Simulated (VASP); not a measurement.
# KBr in VASP: notebook

KBr is run at these levels: PBE; tasks: single point.

All numbers are computed with VASP 6.6.1; they aren't measurements. Logs are shortened: lines on timing, memory, paths and dates and some standing lists are left out, and cuts for length are marked.

### 1 The cell of the first run

The structure is cubic, space group Fm-3m (No. 225). The conventional cell has a = 6.700 Å, b = 6.700 Å, c = 6.700 Å, α = 90.00°, β = 90.00°, γ = 90.00°. K (site symmetry m-3m) has 6 Br at 3.35 Å within 4.4 Å. Br (site symmetry m-3m) has 6 K at 3.35 Å within 4.4 Å.

### 2 Single point, PBE

INCAR

```
SYSTEM = KBr
PREC = Accurate
ENCUT = 520
EDIFF = 1E-6
ISMEAR = 0
SIGMA = 0.02
LREAL = .FALSE.
LASPH = .TRUE.
NELM = 80
ALGO = Normal
ISIF = 2
LWAVE = .FALSE.
LCHARG = .FALSE.
GGA = PE
NBANDS = 24
```

KPOINTS

```
regular mesh
0
G
  6 6 4
  0 0 0
```

POSCAR

```
KBr
1.0
    3.3499672449      3.3499672449      0.0000000000
   -3.3499672449      3.3499672449      0.0000000000
    0.0000000000      0.0000000000      6.6999344897
K Br
2 2
Direct
    0.0000000000      0.0000000000      0.0000000000
    0.5000000000      0.5000000000      0.5000000000
    0.5000000000      0.5000000000      0.0000000000
    0.0000000000      0.0000000000      0.5000000000
```

Potentials or basis: VASP PAW PBE potentials, release 64 (K_sv, Br).

Started as:

```bash
cat potpaw_PBE.64/K_sv/POTCAR potpaw_PBE.64/Br/POTCAR > POTCAR
mpirun -np 1 vasp_std > vasp.out
```

OUTCAR:

```text
SYSTEM = KBr
   PREC = Accurate
   ENCUT = 520
   EDIFF = 1E-6
   ISMEAR = 0
   LREAL = .FALSE.
   LASPH = .TRUE.
   NELM = 80
   ISIF = 2
   GGA = PE

 ion  position               nearest neighbor table
   1  0.000  0.000  0.000-
   2  0.500  0.500  0.500-
   3  0.500  0.500  0.000-
   4  0.000  0.000  0.500-

  LATTYP: Found a simple tetragonal cell.
 ALAT       =     4.7375691112
 C/A-ratio  =     1.4142135624

  Lattice vectors:

 A1 = (   3.3499672449,   3.3499672449,   0.0000000000)
 A2 = (  -3.3499672449,   3.3499672449,   0.0000000000)
 A3 = (   0.0000000000,   0.0000000000,   6.6999344897)

Analysis of symmetry for initial positions (statically):
=====================================================================
 Subroutine PRICEL returns following result:

  LATTYP: Found a face centered cubic cell.
 ALAT       =     6.6999344898

  Lattice vectors:

 A1 = (   0.0000000000,  -3.3499672449,  -3.3499672449)
 A2 = (   3.3499672449,   0.0000000000,  -3.3499672449)
 A3 = (   3.3499672449,  -3.3499672449,  -0.0000000000)

   2 primitive cells build up your supercell.

 Routine SETGRP: Setting up the symmetry group for a
 simple tetragonal supercell.

 Subroutine GETGRP returns: Found 16 space group operations
 (whereof 16 operations were pure point group operations)
 out of a pool of 16 trial point group operations.

The static configuration has the point symmetry D_4h.

Analysis of symmetry for dynamics (positions and initial velocities):
=====================================================================
 Subroutine PRICEL returns following result:

  LATTYP: Found a face centered cubic cell.
 ALAT       =     6.6999344898

  Lattice vectors:

 A1 = (   0.0000000000,  -3.3499672449,  -3.3499672449)
 A2 = (   3.3499672449,   0.0000000000,  -3.3499672449)
 A3 = (   3.3499672449,  -3.3499672449,  -0.0000000000)

   2 primitive cells build up your supercell.

 Routine SETGRP: Setting up the symmetry group for a
 simple tetragonal supercell.

 Subroutine GETGRP returns: Found 16 space group operations
 (whereof 16 operations were pure point group operations)
 out of a pool of 16 trial point group operations.

The dynamic configuration has the point symmetry D_4h.

 Subroutine INISYM returns: Found 16 space group operations
 (whereof 16 operations are pure point group operations),
 and found     2 'primitive' translations

----------------------------------------------------------------------------------------

                                     Primitive cell

  volume of cell :      75.1885

  direct lattice vectors                    reciprocal lattice vectors
     0.000000000 -3.349967245 -3.349967245    -0.149255191 -0.149255191 -0.149255191
     3.349967245  0.000000000 -3.349967245     0.149255191  0.149255191 -0.149255191
     3.349967245 -3.349967245 -0.000000000     0.149255191 -0.149255191  0.149255191

  length of vectors
     4.737569111  4.737569111  4.737569111     0.258517574  0.258517574  0.258517574

  position of ions in fractional coordinates (direct lattice)
     0.000000000  0.000000000  0.000000000
     0.500000000  0.500000000  0.500000000

  ion indices of the primitive-cell ions
   primitive index   ion index
                 1           1
                 2           4

----------------------------------------------------------------------------------------

 KPOINTS: regular mesh

Automatic generation of k-mesh.
 Grid dimensions read from file:
 generate k-points for:    6    6    4

 Generating k-lattice:

  Cartesian coordinates                     Fractional coordinates (reciprocal lattice)
     0.024875865  0.024875865  0.000000000     0.166666667  0.000000000  0.000000000
    -0.024875865  0.024875865  0.000000000     0.000000000  0.166666667  0.000000000
     0.000000000  0.000000000  0.037313798     0.000000000  0.000000000  0.250000000

  Length of vectors
     0.035179786  0.035179786  0.037313798

  Shift w.r.t. Gamma in fractional coordinates (k-lattice)
     0.000000000  0.000000000  0.000000000

 Subroutine IBZKPT returns following result:
 ===========================================

 Found     30 irreducible k-points:

 Following reciprocal coordinates:
            Coordinates               Weight
  0.000000  0.000000  0.000000      1.000000
  0.166667  0.000000  0.000000      4.000000
  0.333333  0.000000  0.000000      4.000000
  0.500000  0.000000  0.000000      2.000000
  0.166667  0.166667  0.000000      4.000000
  0.333333  0.166667  0.000000      8.000000
[... 16 lines left out ...]
  0.333333  0.000000  0.500000      4.000000
  0.500000  0.000000  0.500000      2.000000
 [... further k-points ...]
   k-points           NKPTS =     30   k-points in BZ     NKDIM =     30   number of bands    NBANDS=     24
   number of dos      NEDOS =    301   number of ions     NIONS =      4
   total plane-waves  NPLWV =  64800
   dimension x,y,z NGX =    36 NGY =   36 NGZ =   50
   dimension x,y,z NGXF=    72 NGYF=   72 NGZF=  100
   ions per type =               2   2
   NGX,Y,Z   is equivalent  to a cutoff of  12.63, 12.63, 12.41 a.u.
   NGXF,Y,Z  is equivalent  to a cutoff of  25.27, 25.27, 24.81 a.u.
 SYSTEM =  KBr
   PREC   = accura    normal or accurate (medium, high low for compatibility)
   ISTART =      0    job   : 0-new  1-cont  2-samecut
   ICHARG =      2    charge: 1-file 2-atom 10-const
   ISPIN  =      1    spin polarized calculation?
   LNONCOLLINEAR =      F non collinear calculations
   LSORBIT =      F    spin-orbit coupling
   LASPH  =      T    aspherical Exc in radial PAW
   ENCUT  =  520.0 eV  38.22 Ry    6.18 a.u.   8.81  8.81 12.46*2*pi/ulx,y,z
   NELM   =     80;   NELMIN=  2; NELMDL= -5     # of ELM steps
   EDIFF  = 0.1E-05   stopping-criterion for ELM
   LREAL  =      F    real-space projection
[... 7 lines left out ...]
   TEBEG  =    0.0;   TEEND  =   0.0 temperature during run
   PSTRESS=    0.0 pullay stress
   NELECT =      32.0000    total number of electrons
   NUPDOWN=      -1.0000    fix difference up-down
   EMIN   =  10.00;   EMAX   =-10.00  energy-range for DOS
   EFERMI =   0.00;   METHOD = LEGACY
   ISMEAR =     0;   SIGMA  =   0.02  broadening in eV -4-tet -1-fermi 0-gaus
   EFERMI_NEDOS =   21; number of points for ismear=-14 and -15
   IALGO  =     38    algorithm
   IMIX   =      4    mixing-type and parameters
     AMIX     =   0.40;   BMIX     =  1.00
     AMIX_MAG =   1.60;   BMIX_MAG =  1.00
  volume/ion in A,a.u.               =      37.59       253.70
  Fermi-wavevector in a.u.,A,eV,Ry     =   0.977382  1.846984 12.997309  0.955275
  Thomas-Fermi vector in A             =   2.108075
   LORBIT       =      0    0 simple, 1 ext, 2 COOP (PROOUT), +10 PAW based schemes
   GGA     = PE    functional components
   LHFCALC =     F    Hartree Fock is set to
   AEXX    =    0.0000 exact exchange contribution
   IVDW    =     0    specifies the selected vdW correction
   LEPSILON=     F    determine dielectric tensor
   LRPA    =     F    only Hartree local field effects (RPA)
 non-spin polarized calculation
 Gauss-broadening in eV      SIGMA  =   0.02
  energy-cutoff  :      520.00
  volume of cell :      150.38
 maximum number of plane-waves:      4129
 NGX is ok and might be reduce to    36
   NGX = 17   NGY = 17   NGZ = 25

 number of electron      31.9999995 magnetization

 Free energy of the ion-electron system (eV)
  ---------------------------------------------------
  ext. energy  EPLUGINS =         0.00000000
  ---------------------------------------------------
  free energy    TOTEN  =       -12.44713326 eV

  energy without entropy =      -12.44713326  energy(sigma->0) =      -12.44713326

 E-fermi :  -1.7825     XC(G=0):  -7.1922

 val. band max:       -1.9132640975   @ k =   0.0000   0.0000   0.0000
 cond. band min:       2.4027494830   @ k =   0.0000   0.0000   0.0000
 fundamental gap:      4.3160135806
 Fermi energy:        -1.7825004679

 k-point     1 :       0.0000    0.0000    0.0000
  band No.  band energies     occupation
      1     -29.7936      2.00000
      2     -29.7880      2.00000
      3     -14.1529      2.00000
      4     -14.0666      2.00000
      5     -13.3420      2.00000
      6     -13.2971      2.00000
[... 16 lines left out ...]
     23       6.4729      0.00000
     24       6.4729      0.00000

 k-point     2 :       0.1667    0.0000    0.0000
  band No.  band energies     occupation
      1     -29.7929      2.00000
      2     -29.7880      2.00000
      3     -14.1859      2.00000
      4     -14.1159      2.00000
      5     -13.3360      2.00000
      6     -13.2927      2.00000
[... 16 lines left out ...]
     23       6.6402      0.00000
     24       6.8133      0.00000

 k-point     3 :       0.3333    0.0000    0.0000
  band No.  band energies     occupation
      1     -29.7911      2.00000
      2     -29.7883      2.00000
      3     -14.2409      2.00000
      4     -14.2041      2.00000
      5     -13.3203      2.00000
      6     -13.2830      2.00000
[... 16 lines left out ...]
     23       6.7446      0.00000
     24       7.0279      0.00000

 k-point     4 :       0.5000    0.0000    0.0000
  band No.  band energies     occupation
      1     -29.7893      2.00000
      2     -29.7893      2.00000
      3     -14.2544      2.00000
      4     -14.2544      2.00000
      5     -13.3006      2.00000
      6     -13.3006      2.00000
[... 16 lines left out ...]
     23       6.9661      0.00000
     24       6.9661      0.00000

 k-point     5 :       0.1667    0.1667    0.0000
  band No.  band energies     occupation
      1     -29.7922      2.00000
      2     -29.7879      2.00000
      3     -14.1973      2.00000
      4     -14.1368      2.00000
      5     -13.3307      2.00000
      6     -13.3082      2.00000
[... 451 lines left out ...]
 k-point    22 :       0.1667    0.0000    0.5000
  band No.  band energies     occupation
      1     -29.7904      2.00000
      2     -29.7904      2.00000
      3     -14.2329      2.00000
      4     -14.2329      2.00000
      5     -13.2796      2.00000
      6     -13.2796      2.00000
[... 16 lines left out ...]
     23       7.0291      0.00000
     24       7.0295      0.00000

 k-point    23 :       0.3333    0.0000    0.5000
  band No.  band energies     occupation
      1     -29.7896      2.00000
      2     -29.7896      2.00000
      3     -14.2934      2.00000
      4     -14.2934      2.00000
      5     -13.2747      2.00000
      6     -13.2747      2.00000
[... 16 lines left out ...]
     23       7.4043      0.00000
     24       7.4043      0.00000

 k-point    24 :       0.5000    0.0000    0.5000
  band No.  band energies     occupation
      1     -29.7893      2.00000
      2     -29.7893      2.00000
      3     -14.3211      2.00000
      4     -14.3211      2.00000
      5     -13.2723      2.00000
      6     -13.2723      2.00000
[... 16 lines left out ...]
     23       7.7254      0.00000
     24       7.7255      0.00000

 [... further k-points ...]
[... 5 lines left out ...]
  --------------------------------------------------------------------------------------
  -------------------------------------------------------------------------------------
  Total        0.0587670      0.0587670      0.0595501      0.0000000     -0.0000000      0.0000000
  in kB        0.6261271      0.6261271      0.6344710      0.0000000     -0.0000000      0.0000000
  external PRESSURE =       0.6289084 kB  Pullay stress =       0.0000000 kB

 VOLUME and BASIS-vectors are now :
 -----------------------------------------------------------------------------
  energy-cutoff  :      520.00
  volume of cell :      150.38
      direct lattice vectors                 reciprocal lattice vectors
     3.349967245  3.349967245  0.000000000     0.149255191  0.149255191  0.000000000
    -3.349967245  3.349967245  0.000000000    -0.149255191  0.149255191  0.000000000
     0.000000000  0.000000000  6.699934490     0.000000000  0.000000000  0.149255191

 POSITION                                       TOTAL-FORCE (eV/Angst)
 -----------------------------------------------------------------------------------
      0.00000      0.00000      0.00000         0.000000     -0.000000      0.000000
      0.00000      3.34997      3.34997         0.000000      0.000000     -0.000000
      0.00000      3.34997      0.00000        -0.000000      0.000000      0.000000
      0.00000      0.00000      3.34997        -0.000000      0.000000      0.000000
 -----------------------------------------------------------------------------------
    total drift:                               -0.000000      0.000000      0.000000

  FREE ENERGIE OF THE ION-ELECTRON SYSTEM (eV)
  ---------------------------------------------------
  free  energy   TOTEN  =       -12.4471332601 eV

  energy  without entropy=      -12.4471332601  energy(sigma->0) =      -12.44713326
```

Wall time 2.8 min (1 thread of Oxide Virtual Turin-like, shared host); peak memory 0.23 GiB.

Results:

* Free energy: -12.4471 eV
* Pressure: 0.1 GPa
* Band gap on the k mesh: 4.32 eV

[end of part 1 of 2]
